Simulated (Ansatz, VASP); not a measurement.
## Ti2C in VASP and in Ansatz

```
CELL_PARAMETERS angstrom
1.54070 0.88952 4.81377
-1.54070 0.88952 4.81377
0.00000 -1.77905 4.81377
ATOMIC_POSITIONS crystal
Ti 0.24550 0.24550 0.24550
Ti 0.75450 0.75450 0.75450
C 0.50000 0.50000 0.50000
```

Alike in both runs: task single point; functional PBEsol; k mesh 6 × 6 × 6; occupations gaussian, width 0.1 eV; no spin polarisation.

```csv
,VASP,Ansatz
version,VASP 6.6.1,Ansatz 0.2.0
potentials or method,"VASP PAW PBE potentials, release 64 (Ti_sv, C), cutoff 520 eV","scalar-relativistic, plane waves, PAW"
valence electrons in the cell,28,28
```

|  | VASP | Ansatz | Ansatz less VASP |
| --- | --- | --- | --- |
| gap on the k mesh at the Fermi level (eV) | none | none | - |
| pressure (GPa) | -4.4 | -4.6 | -0.15 |
| traceless stress, the component that is largest in VASP (GPa) | 0.63 | 0.66 | +0.026 |
| rms of the force components (eV/Å) | 0.088 | 0.099 | +0.0115 |

VASP's potentials were made for PBE, not for PBEsol. Atom by atom the forces differ by 0.012 eV/Å (rms over components). A gap of «none» marks a metal or a gap that the smearing closes. With one functional, cell and mesh, what is left measures potentials, basis and numerics.

The k mesh is coarse, so the values compare programs but aren't converged.
